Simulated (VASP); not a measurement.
Set up this calculation in VASP 6.6.1, as the native input.

* Task: relaxation of cell and atoms
* Functional: LDA
* Potentials or basis: VASP PAW LDA potentials, release 64 (Pt_sv_GW)
* Cutoff: 570 eV
* k mesh: 18 × 18 × 18
* Occupations: gaussian, width 0.1 eV
* Spin: no spin polarisation
* Dipole correction: no
* Further INCAR settings: ALGO = Normal; EDIFF = 1e-07; IBRION = 2; EDIFFG = -0.005; NSW = 70; ISIF = 3

The structure of Pt lies in POSCAR:

```
Pt
1.0
    0.0000000000      1.9850569795      1.9850569795
    1.9850569795      0.0000000000      1.9850569795
    1.9850569795      1.9850569795      0.0000000000
Pt
1
Direct
    0.0000000000      0.0000000000      0.0000000000
```

These files were run (other wordings do the same):

INCAR

```
SYSTEM = Pt
ALGO     = Normal         ! electronic algorithm
EDIFF    = 1E-7           ! SCF threshold, eV
EDIFFG   = -0.005         ! ionic threshold
ENCUT    = 570            ! plane-wave cutoff, eV
GGA_COMPAT= .False.      
IBRION   = 2              ! ionic algorithm
ISIF     = 3              ! what is computed and relaxed
ISMEAR   = 0              ! smearing method
LASPH    = .True.         ! aspherical terms in the spheres
LCHARG   = .False.        ! write CHGCAR
LREAL    = .False.        ! projectors in reciprocal space
LWAVE    = .False.        ! write WAVECAR
NELM     = 120            ! most SCF steps
NELMIN   = 4            
NSW      = 70             ! ionic steps
PREC     = Accurate       ! precision mode
SIGMA    = 0.1            ! smearing width, eV
```

KPOINTS

```
k-points
0
Gamma
  18 18 18
  0 0 0
```

Potentials or basis: VASP PAW LDA potentials, release 64 (Pt_sv_GW).

The run is started by

```bash
$ cat potpaw_LDA.64/Pt_sv_GW/POTCAR > POTCAR
$ mpirun -np 1 vasp_std > vasp.out
```

It gave:

```json
{"Relaxed volume": "14.76 Å³/atom", "Relaxed cell": "a = 2.753 Å, b = 2.753 Å, c = 2.753 Å, α = 60.00°, β = 60.00°, γ = 60.00°", "Space group after relaxing (to 0.1 Å)": "Fm-3m (No. 225)", "Energy gained by relaxing": "46.3 meV/atom", "Ionic steps": "7", "Pressure after relaxing": "0.0 GPa", "Band gap on the k mesh": "zero (bands 9 and 10 overlap by 2.31 eV)"}
```

Caveat: spin-orbit coupling is left out, which moves the levels of the heavy elements.

It took 65 s on 1 thread of Intel(R) Xeon(R) 6975P-C (Granite Rapids), on a shared host, peak memory 0.19 GiB.
